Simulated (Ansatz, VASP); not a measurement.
## One calculation of TiO2, two programs

```
CELL_PARAMETERS angstrom
4.59126 0.00000 0.00000
0.00000 4.59126 0.00000
0.00000 0.00000 2.93899
ATOMIC_POSITIONS crystal
Ti 0.00000 0.00000 0.00000
Ti 0.50000 0.50000 0.50000
O 0.30444 0.30444 0.00000
O 0.19556 0.80444 0.50000
O 0.69556 0.69556 0.00000
O 0.80444 0.19556 0.50000
```

Alike in both runs: functional PBEsol; k mesh 8 × 8 × 10; occupations fermi-dirac, width 0.1 eV; no spin polarisation.

Ansatz relaxed the structure, and its values are those at the end. VASP's run is a single point on that final structure, the one shown.

|  | VASP | Ansatz |
| --- | --- | --- |
| version | VASP 6.6.1 | Ansatz 0.2.0 |
| potentials or method | VASP PAW PBE potentials, release 64 (Ti_sv, O) | PAW with Ansatz's default frozen-core files, scalar-relativistic |
| plane-wave cutoff (eV) | 520 | 420 |
| valence electrons in the cell | 48 | 48 |

Ansatz gave:

```
pressure (GPa)                     : 0.0
rms of the force components (eV/Å) : 0.000
```

Task: Estimate VASP's values.

Result: Pressure (GPa): 0.6; rms of the force components (eV/Å): 0.012.

VASP's potentials were made for PBE, not for PBEsol.
